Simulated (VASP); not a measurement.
**LiSm: single point with PBE**

The system is LiSm.

```
Li Sm
1.0
     2.91832    0.00000    0.00000
     0.00000    2.91832    0.00000
     0.00000    0.00000    8.99815
Li Sm
2 2
Direct
  0.00000 0.50000 0.60800
  0.50000 0.00000 0.39200
  0.00000 0.50000 0.13000
  0.50000 0.00000 0.87000
```

The cell was generated, and may not be a known phase.

```json
{
 "Program": "VASP 6.6.1",
 "Task": "single point",
 "Functional": "PBE",
 "Potentials or basis": "VASP PAW PBE potentials, release 64 (Li_sv, Sm_3), 4f in core",
 "Cutoff": "750 eV",
 "k mesh": "6 × 6 × 2",
 "Occupations": "gaussian, width 0.1 eV",
 "Spin": "no spin polarisation"
}
```

* Pressure: 20.1 GPa
* Largest force: 1.664 eV/Å
* Band gap on the k mesh: zero (bands 14 and 15 overlap by 1.11 eV)

Forces on the atoms (eV/Å):
```
Li   0.000  0.000 -0.276
Li   0.000  0.000  0.276
Sm   0.000  0.000  1.664
Sm   0.000  0.000 -1.664
```

Stress tensor (GPa, compression positive):
```
22.52  0.00  0.00
 0.00 22.52  0.00
 0.00  0.00 15.17
```

Levels at points of the mesh, in eV from the Fermi level:
| k point | band 11 | band 12 | band 13 | band 14 | band 15 | band 16 | band 17 | band 18 |
| --- | --- | --- | --- | --- | --- | --- | --- | --- |
| (0.00, 0.00, 0.00) | -3.83 | -2.56 | -1.90 | -1.82 | -0.99 | -0.09 | 2.38 | 4.10 |
| (0.50, 0.00, 0.00) | -1.83 | -1.83 | -0.39 | -0.39 | 0.46 | 0.46 | 2.93 | 2.93 |
| (0.50, 0.50, 0.00) | -3.10 | -3.10 | -1.36 | -1.36 | 2.33 | 2.33 | 2.84 | 2.84 |
| (0.00, 0.00, 0.50) | -3.41 | -3.08 | -2.47 | -1.82 | -0.10 | 0.50 | 1.44 | 3.79 |
| (0.50, 0.00, 0.50) | -1.93 | -1.93 | -0.04 | -0.04 | 0.40 | 0.40 | 2.41 | 2.41 |
| (0.50, 0.50, 0.50) | -3.10 | -3.10 | -1.29 | -1.29 | 1.36 | 1.36 | 3.98 | 3.98 |

Run time: 48 s on 1 thread of Intel(R) Xeon(R) Platinum 8259CL CPU @ 2.50GHz (Skylake/Cascade Lake), with other jobs on the host, peak memory 0.26 GiB.

Caveat: the stress differs along the axes, from 15 to 23 GPa; spin-orbit coupling is left out, which moves the levels of the heavy elements; the 4f electrons are frozen in the core, so they carry no moment and show no levels; forces of over 1 eV/Å act on the atoms, so gaps and moduli don't describe the material at rest. Spin polarisation is off, so any magnetic state and its effect on volume and gap are missing.
